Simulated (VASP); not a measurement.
# Au (Fm-3m) in VASP: further runs

The runs below take Au through relaxation of cell and atoms, single point, with revPBE.

Everything below comes from runs of VASP 6.6.1. Logs are shortened: lines on timing, memory, paths and dates and some standing lists are left out, and cuts for length are marked.

### 1 The cell of the first run

Symmetry: Fm-3m, No. 225, cubic system. Conventional cell: a = 4.078 Å, b = 4.078 Å, c = 4.078 Å, α = 90.00°, β = 90.00°, γ = 90.00°. Within 3.8 Å of Au (site symmetry m-3m) lie 12 Au at 2.88 Å.

### 2 Relaxation of cell and atoms, revPBE

Contents of INCAR:

```
PREC     = Accurate       # precision mode
ENCUT    = 500            # plane-wave cutoff, eV
EDIFF    = 1E-7           # SCF threshold, eV
ISMEAR   = -1             # smearing method
SIGMA    = 0.1            # smearing width, eV
LREAL    = False          # projectors in reciprocal space
LASPH    = True           # aspherical terms in the spheres
NELM     = 120            # most SCF steps
ALGO     = Normal         # electronic algorithm
ISIF     = 3              # what is computed and relaxed
LWAVE    = False          # write WAVECAR
LCHARG   = False          # write CHGCAR
GGA      = RE             # functional
IBRION   = 2              # ionic algorithm
NSW      = 80             # ionic steps
EDIFFG   = -0.01          # ionic threshold
GGA_COMPAT= False        
NELMIN   = 4
```

Contents of KPOINTS:

```
regular mesh
0
Gamma
  13 13 13
```

Contents of POSCAR:

```
Au
1.0
    0.0000000000      2.0391200000      2.0391200000
    2.0391200000      0.0000000000      2.0391200000
    2.0391200000      2.0391200000      0.0000000000
Au
1
Direct
    0.0000000000      0.0000000000      0.0000000000
```

Potentials or basis: VASP PAW PBE potentials, release 64 (Au).

Started as:

```console
> cat potpaw_PBE.64/Au/POTCAR > POTCAR
> mpirun -np 1 vasp_std > vasp.out
```

OUTCAR:

```text
PREC = Accurate
   ENCUT = 500
   EDIFF = 1E-7
   ISMEAR = -1
   LREAL = False
   LASPH = True
   NELM = 120
   ISIF = 3
   GGA = RE
   IBRION = 2
   NSW = 80
   EDIFFG = -0.01
   NELMIN = 4

 ion  position               nearest neighbor table
   1  0.000  0.000  0.000-

  LATTYP: Found a face centered cubic cell.
 ALAT       =     4.0782400000

  Lattice vectors:

 A1 = (   0.0000000000,   2.0391200000,   2.0391200000)
 A2 = (   2.0391200000,   0.0000000000,   2.0391200000)
 A3 = (   2.0391200000,   2.0391200000,   0.0000000000)

Analysis of symmetry for initial positions (statically):
=====================================================================
 Subroutine PRICEL returns:
 Original cell was already a primitive cell.

 Routine SETGRP: Setting up the symmetry group for a
 face centered cubic supercell.

 Subroutine GETGRP returns: Found 48 space group operations
 (whereof 48 operations were pure point group operations)
 out of a pool of 48 trial point group operations.

The static configuration has the point symmetry O_h .

Analysis of symmetry for dynamics (positions and initial velocities):
=====================================================================
 Subroutine PRICEL returns:
 Original cell was already a primitive cell.

 Routine SETGRP: Setting up the symmetry group for a
 face centered cubic supercell.

 Subroutine GETGRP returns: Found 48 space group operations
 (whereof 48 operations were pure point group operations)
 out of a pool of 48 trial point group operations.

The dynamic configuration has the point symmetry O_h .

 Subroutine INISYM returns: Found 48 space group operations
 (whereof 48 operations are pure point group operations),
 and found     1 'primitive' translations

----------------------------------------------------------------------------------------

                                     Primitive cell

  volume of cell :      16.9574

  direct lattice vectors                    reciprocal lattice vectors
     0.000000000  2.039120000  2.039120000    -0.245203813  0.245203813  0.245203813
     2.039120000  0.000000000  2.039120000     0.245203813 -0.245203813  0.245203813
     2.039120000  2.039120000  0.000000000     0.245203813  0.245203813 -0.245203813

  length of vectors
     2.883751159  2.883751159  2.883751159     0.424705463  0.424705463  0.424705463

  position of ions in fractional coordinates (direct lattice)
     0.000000000  0.000000000  0.000000000

  ion indices of the primitive-cell ions
   primitive index   ion index
                 1           1

----------------------------------------------------------------------------------------

 KPOINTS: regular mesh

Automatic generation of k-mesh.
 Grid dimensions read from file:
 generate k-points for:   13   13   13

 Generating k-lattice:

  Cartesian coordinates                     Fractional coordinates (reciprocal lattice)
    -0.018861832  0.018861832  0.018861832     0.076923077  0.000000000  0.000000000
     0.018861832 -0.018861832  0.018861832     0.000000000  0.076923077  0.000000000
     0.018861832  0.018861832 -0.018861832     0.000000000  0.000000000  0.076923077

  Length of vectors
     0.032669651  0.032669651  0.032669651

  Shift w.r.t. Gamma in fractional coordinates (k-lattice)
     0.000000000  0.000000000  0.000000000

 Subroutine IBZKPT returns following result:
 ===========================================

 Found     84 irreducible k-points:

 Following reciprocal coordinates:
            Coordinates               Weight
  0.000000  0.000000  0.000000      1.000000
  0.076923  0.000000  0.000000      8.000000
  0.153846  0.000000  0.000000      8.000000
  0.230769  0.000000  0.000000      8.000000
  0.307692  0.000000  0.000000      8.000000
  0.384615  0.000000  0.000000      8.000000
[... 16 lines left out ...]
  0.384615  0.153846  0.000000     24.000000
  0.461538  0.153846  0.000000     24.000000
 [... further k-points ...]
   k-points           NKPTS =     84   k-points in BZ     NKDIM =     84   number of bands    NBANDS=      9
   number of dos      NEDOS =    301   number of ions     NIONS =      1
   total plane-waves  NPLWV =  13824
   dimension x,y,z NGX =    24 NGY =   24 NGZ =   24
   dimension x,y,z NGXF=    48 NGYF=   48 NGZF=   48
   ions per type =               1
   NGX,Y,Z   is equivalent  to a cutoff of  13.84, 13.84, 13.84 a.u.
   NGXF,Y,Z  is equivalent  to a cutoff of  27.67, 27.67, 27.67 a.u.
 SYSTEM =  unknown system
   PREC   = accura    normal or accurate (medium, high low for compatibility)
   ISTART =      0    job   : 0-new  1-cont  2-samecut
   ICHARG =      2    charge: 1-file 2-atom 10-const
   ISPIN  =      1    spin polarized calculation?
   LNONCOLLINEAR =      F non collinear calculations
   LSORBIT =      F    spin-orbit coupling
   LASPH  =      T    aspherical Exc in radial PAW
   ENCUT  =  500.0 eV  36.75 Ry    6.06 a.u.   5.26  5.26  5.26*2*pi/ulx,y,z
   NELM   =    120;   NELMIN=  4; NELMDL= -5     # of ELM steps
   EDIFF  = 0.1E-06   stopping-criterion for ELM
   LREAL  =      F    real-space projection
   EDIFFG = -.1E-01   stopping-criterion for IOM
   NSW    =     80    number of steps for IOM
   IBRION =      2    ionic relax: 0-MD 1-quasi-New 2-CG
   NFREE  =      1    steps in history (QN), initial steepest desc. (CG)
   ISIF   =      3    stress and relaxation
   ISYM   =      2    0-nonsym 1-usesym 2-fastsym
   POTIM  = 0.5000    time-step for ionic-motion
   TEBEG  =    0.0;   TEEND  =   0.0 temperature during run
   PSTRESS=    0.0 pullay stress
   NELECT =      11.0000    total number of electrons
   NUPDOWN=      -1.0000    fix difference up-down
   EMIN   =  10.00;   EMAX   =-10.00  energy-range for DOS
   EFERMI =   0.00;   METHOD = LEGACY
   ISMEAR =    -1;   SIGMA  =   0.10  broadening in eV -4-tet -1-fermi 0-gaus
   EFERMI_NEDOS =   21; number of points for ismear=-14 and -15
   IALGO  =     38    algorithm
   IMIX   =      4    mixing-type and parameters
     AMIX     =   0.40;   BMIX     =  1.00
     AMIX_MAG =   1.60;   BMIX_MAG =  1.00
  volume/ion in A,a.u.               =      16.96       114.43
  Fermi-wavevector in a.u.,A,eV,Ry     =   1.417162  2.678049 27.325249  2.008349
  Thomas-Fermi vector in A             =   2.538421
   LORBIT       =      0    0 simple, 1 ext, 2 COOP (PROOUT), +10 PAW based schemes
   GGA     = RE    functional components
   LHFCALC =     F    Hartree Fock is set to
   AEXX    =    0.0000 exact exchange contribution
   IVDW    =     0    specifies the selected vdW correction
   LEPSILON=     F    determine dielectric tensor
   LRPA    =     F    only Hartree local field effects (RPA)
 conjugate gradient relaxation of ions
 non-spin polarized calculation
  energy-cutoff  :      500.00
  volume of cell :       16.96
 maximum number of plane-waves:       444
 NGX is ok and might be reduce to    24
   NGX = 11   NGY = 11   NGZ = 11

--------------------------------------- Ionic step        1  -------------------------------------------

 number of electron      10.9999999 magnetization

 Free energy of the ion-electron system (eV)
  ---------------------------------------------------
  ext. energy  EPLUGINS =         0.00000000
  ---------------------------------------------------
  free energy    TOTEN  =        -2.69518065 eV

  energy without entropy =       -2.68683798  energy(sigma->0) =       -2.69100931

------------------------ aborting loop because EDIFF is reached ----------------------------------------

  FORCE on cell =-STRESS in cart. coord.  units (eV):
  Direction    XX          YY          ZZ          XY          YZ          ZX
  --------------------------------------------------------------------------------------
  -------------------------------------------------------------------------------------
  Total        1.2737149      1.2737149      1.2737149      0.0000000      0.0000000      0.0000000
  in kB      120.3440089    120.3440089    120.3440089      0.0000000      0.0000000      0.0000000
  external PRESSURE =     120.3440089 kB  Pullay stress =       0.0000000 kB

 VOLUME and BASIS-vectors are now :
 -----------------------------------------------------------------------------
  energy-cutoff  :      500.00
  volume of cell :       16.96
      direct lattice vectors                 reciprocal lattice vectors
     0.000000000  2.039120000  2.039120000    -0.245203813  0.245203813  0.245203813
     2.039120000  0.000000000  2.039120000     0.245203813 -0.245203813  0.245203813
     2.039120000  2.039120000  0.000000000     0.245203813  0.245203813 -0.245203813
[... 71 lines left out ...]
 POSITION                                       TOTAL-FORCE (eV/Angst)
 -----------------------------------------------------------------------------------
      0.00000      0.00000      0.00000         0.000000     -0.000000      0.000000
 -----------------------------------------------------------------------------------
    total drift:                               -0.000000      0.000000      0.000000

  FREE ENERGIE OF THE ION-ELECTRON SYSTEM (eV)
  ---------------------------------------------------
  free  energy   TOTEN  =        -2.7414402776 eV

  energy  without entropy=       -2.7310236624  energy(sigma->0) =       -2.73623197

--------------------------------------- Ionic step        4  -------------------------------------------

 number of electron      11.0000000 magnetization

 Free energy of the ion-electron system (eV)
  ---------------------------------------------------
  ext. energy  EPLUGINS =         0.00000000
  ---------------------------------------------------
  free energy    TOTEN  =        -2.74146417 eV

  energy without entropy =       -2.73107893  energy(sigma->0) =       -2.73627155

 E-fermi :   8.5030     XC(G=0): -12.2215

 val. band max:        8.4941883770   @ k =  -0.4615   0.0769   0.0000
 cond. band min:       8.5745798044   @ k =   0.4615   0.3846   0.0000
 fundamental gap:      0.0803914274
 Fermi energy:         8.5029591200

 k-point     1 :       0.0000    0.0000    0.0000
  band No.  band energies     occupation
      1      -0.6942      2.00000
      2       4.0668      2.00000
      3       4.0668      2.00000
      4       4.0668      2.00000
      5       5.3930      2.00000
      6       5.3930      2.00000
      7      22.9836      0.00000
      8      26.5895      0.00000
      9      26.5895      0.00000

 k-point     2 :       0.0769    0.0000    0.0000
  band No.  band energies     occupation
      1      -0.5014      2.00000
      2       4.0106      2.00000
      3       4.1288      2.00000
      4       4.1288      2.00000
      5       5.3673      2.00000
      6       5.3673      2.00000
      7      23.1729      0.00000
      8      25.3409      0.00000
      9      26.7885      0.00000
[... 253 lines left out ...]
 k-point    24 :       0.4615    0.1538    0.0000
  band No.  band energies     occupation
      1       2.2024      2.00000
      2       3.8049      2.00000
      3       4.5216      2.00000
      4       4.5508      2.00000
      5       6.4794      2.00000
      6       8.0981      1.96570
      7      13.3513      0.00000
      8      22.2615      0.00000
      9      23.1944      0.00000

 [... further k-points ...]
[... 5 lines left out ...]
  --------------------------------------------------------------------------------------
  -------------------------------------------------------------------------------------
  Total       -0.0041848     -0.0041848     -0.0041848      0.0000000      0.0000000      0.0000000
  in kB       -0.3660696     -0.3660696     -0.3660696      0.0000000      0.0000000      0.0000000
  external PRESSURE =      -0.3660696 kB  Pullay stress =       0.0000000 kB

 VOLUME and BASIS-vectors are now :
 -----------------------------------------------------------------------------
  energy-cutoff  :      500.00
  volume of cell :       18.32
      direct lattice vectors                 reciprocal lattice vectors
    -0.000000000  2.092176818  2.092176818    -0.238985537  0.238985537  0.238985537
     2.092176818 -0.000000000  2.092176818     0.238985537 -0.238985537  0.238985537
     2.092176818  2.092176818  0.000000000     0.238985537  0.238985537 -0.238985537

 POSITION                                       TOTAL-FORCE (eV/Angst)
 -----------------------------------------------------------------------------------
      0.00000      0.00000      0.00000         0.000000     -0.000000     -0.000000
 -----------------------------------------------------------------------------------
    total drift:                                0.000000     -0.000000     -0.000000

  FREE ENERGIE OF THE ION-ELECTRON SYSTEM (eV)
  ---------------------------------------------------
  free  energy   TOTEN  =        -2.7414641707 eV

  energy  without entropy=       -2.7310789335  energy(sigma->0) =       -2.73627155

 reached required accuracy - stopping structural energy minimisation
```

Wall time 14 s (1 thread of Intel Xeon 6975P-C (Granite Rapids), shared host); peak memory 0.15 GiB.

What came out:

* Free energy: -2.7415 eV
* Relaxed volume: 18.32 Å³/atom
* Relaxed cell: a = 2.959 Å, b = 2.959 Å, c = 2.959 Å, α = 60.00°, β = 60.00°, γ = 60.00°
* Space group after relaxing (to 0.05 Å): Fm-3m (No. 225)
* Energy gained by relaxing: 46.3 meV/atom
* Ionic steps: 4
* Pressure after relaxing: 0.0 GPa

The path:
```
step  energy change (eV)  largest force (eV/Å)  pressure (GPa)  volume (Å³)
   1              0.0000                0.0000           12.03        16.96
   2              0.0177                0.0000           -9.24        20.28
   3             -0.0463                0.0000           -0.21        18.34
   4             -0.0463                0.0000           -0.04        18.32
```

Final structure:
```cif
data_structure
_symmetry_space_group_name_H-M 'P 1'
_symmetry_Int_Tables_number 1
_cell_length_a 2.9588
_cell_length_b 2.9588
_cell_length_c 2.9588
_cell_angle_alpha 60.000
_cell_angle_beta 60.000
_cell_angle_gamma 60.000
_cell_volume 18.32
loop_
_atom_site_label
_atom_site_type_symbol
_atom_site_fract_x
_atom_site_fract_y
_atom_site_fract_z
_atom_site_occupancy
Au1 Au 0.00000 0.00000 0.00000 1
```

Caveat: the PAW data sets were made with another functional, which shifts forces and pressure a little; spin-orbit coupling is left out, which moves the levels of the heavy elements.

### 3 Single point, revPBE, non-collinear spin, zero start, spin-orbit coupling

This run uses another cell than the first one, of 18.33 Å³/atom, 1.081 times its volume.

Contents of INCAR:

```
SYSTEM = Au
PREC     = Accurate       ! precision mode
ENCUT    = 500            ! plane-wave cutoff, eV
EDIFF    = 1E-6           ! SCF threshold, eV
ISMEAR   = -1             ! smearing method
SIGMA    = 0.1            ! smearing width, eV
LREAL    = .False.        ! projectors in reciprocal space
LASPH    = .True.         ! aspherical terms in the spheres
NELM     = 200            ! most SCF steps
ALGO     = Normal         ! electronic algorithm
ISIF     = 2              ! what is computed and relaxed
LWAVE    = .False.        ! write WAVECAR
LCHARG   = .False.        ! write CHGCAR
LNONCOLLINEAR= .True.         ! non-collinear magnetism
MAGMOM   = 0 0 0          ! initial moments
LORBIT   = 11             ! projections on sites
LSORBIT  = .True.         ! spin-orbit coupling
GGA_COMPAT= .False.      
LORBMOM  = .True.       
LMAXMIX  = 4              ! l up to which the mixer works
GGA      = RE             ! functional
NBANDS   = 22             ! bands
```

Contents of KPOINTS:

```
regular mesh
0
Gamma
  13 13 13
  0 0 0
```

Contents of POSCAR:

```
Au
1.0
    0.0000000000      2.0927495231      2.0927495231
    2.0927495231      0.0000000000      2.0927495231
    2.0927495231      2.0927495231      0.0000000000
Au
1
Direct
    0.0000000000      0.0000000000      0.0000000000
```

Potentials or basis: VASP PAW PBE potentials, release 64 (Au).

Started as:

```console
> cat potpaw_PBE.64/Au/POTCAR > POTCAR
> mpirun -np 1 vasp_ncl > vasp.out
```

Run time: 32 s. Hardware: 1 thread of Intel Xeon 6975P-C (Granite Rapids), shared host; peak memory 0.22 GiB.

The run converged. Its results:

```
Free energy                                           : -3.0234 eV
Pressure                                              : -1.3 GPa
Net moment                                            : 0.00 μB per cell
Valence electrons inside the program's atomic spheres : Au 9.57
```

Moments on the atoms (μB; x, y, z):
```
Au  0.00 0.00 0.00
```

Caveat: the PAW data sets were made with another functional, which shifts forces and pressure a little.
